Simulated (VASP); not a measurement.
Runs of VASP 6.6.1 on Al. The structure is that of space group Fd-3m (No. 227), or close to it. The cells are those of the table. 

```csv
level,cell,k mesh,grid for exact exchange (PRECFOCK),gap on the mesh (eV),pressure (GPa)
r2SCAN,"a = 4.373 Å, angles 60.0°, 2 atoms",10 × 10 × 10,-,none,-2.8
r2SCAN,"a = 4.262 Å, angles 60.0°, 2 atoms",5 × 5 × 5,-,none,-0.3
r2SCAN0,"a = 4.262 Å, angles 60.0°, 2 atoms",5 × 5 × 5,Normal,none,(a)
r2SCAN,"a = 4.426 Å, angles 60.0°, 2 atoms",10 × 10 × 10,-,none,(b)
r2SCAN,"a = 4.318 Å, angles 60.0°, 2 atoms",10 × 10 × 10,-,none,-1.6
```

Alike in all rows: task single point; potentials or basis VASP PAW PBE potentials, release 64 (Al); no spin polarisation; cutoff (eV) 520; smearing fermi-dirac 0.1 eV.

**Question.** Fill in the values left out.

**Answer.** (a) -0.7; (b) -3.7.

Caveats: some runs use coarse meshes; the PAW data sets were made with another functional, which shifts forces and pressure a little.

A gap of «none» marks levels without a gap at the run's occupations.
